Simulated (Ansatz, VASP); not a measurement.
One calculation of SrTiO3, two programs

INCAR

```
SYSTEM = SrTiO3
PREC = Accurate
ENCUT = 520
EDIFF = 1E-6
ISMEAR = -1
SIGMA = 0.05
LREAL = .False.
LASPH = .True.
NELM = 100
ALGO = Normal
ISIF = 2
LWAVE = .False.
LCHARG = .True.
GGA = PE
LELF = .True.
LVHAR = .True.
NBANDS = 28
```

KPOINTS

```
Automatic mesh
0
Gamma
  7 7 7
  0 0 0
```

POSCAR

```
SrTiO3
1.0
    3.8252837545      0.0000000000      0.0000000000
    0.0000000000      3.8252837545      0.0000000000
    0.0000000000      0.0000000000      3.8252837545
Sr Ti O
1 1 3
Direct
    0.0000000000      0.0000000000      0.0000000000
    0.5000000000      0.5000000000      0.5000000000
    0.0000000000      0.5000000000      0.5000000000
    0.5000000000      0.0000000000      0.5000000000
    0.5000000000      0.5000000000      0.0000000000
```

Input for Ansatz:

```yaml
crystal:
  lattice:
    - [3.8252837545, 0.0, 0.0]
    - [0.0, 3.8252837545, 0.0]
    - [0.0, 0.0, 3.8252837545]
  atoms:
    - { symbol: Sr, position: [0.0, 0.0, 0.0] }
    - { symbol: Ti, position: [0.5, 0.5, 0.5] }
    - { symbol: O, position: [0.0, 0.5, 0.5] }
    - { symbol: O, position: [0.5, 0.0, 0.5] }
    - { symbol: O, position: [0.5, 0.5, 0.0] }
kpoints:
  mp_grid: { grid: [7, 7, 7] }
  band_path:
    path:
      - [0.0, 0.0, 0.0]
      - [0.0, 0.5, 0.0]
      - [0.5, 0.5, 0.0]
      - [0.0, 0.0, 0.0]
      - [0.5, 0.5, 0.5]
      - [0.0, 0.5, 0.0]
      - [0.5, 0.5, 0.5]
      - [0.5, 0.5, 0.0]
    npoints: 5
scf:
  occupations: { method: fermi_dirac, width: 0.05 }
hamiltonian:
  xc: pbe
  pseudopotentials: { kind: all_electron, lapw: { basis_error: 0.001 } }
output:
  forces: true
  stress: true
  eigenvalues: true
```

Change from the starting cell: volume scaled by 0.94.

Alike in both runs: task single point; functional PBE; k mesh 7 × 7 × 7; occupations fermi-dirac, width 0.05 eV; no spin polarisation.

|  | VASP | Ansatz |
| --- | --- | --- |
| version | VASP 6.6.1 | Ansatz 0.2.0 |
| potentials or method | VASP PAW PBE potentials, release 64 (Sr_sv, Ti_sv, O), cutoff 520 eV | all-electron LAPW, scalar-relativistic |

|  | VASP | Ansatz | Ansatz less VASP |
| --- | --- | --- | --- |
| gap on the k mesh at the Fermi level (eV) | 2.04 | 2.07 | +0.028 |
| pressure (GPa) | 18.5 | 17.6 | -0.83 |

Ansatz ran all-electron here, and VASP with PAW potentials.
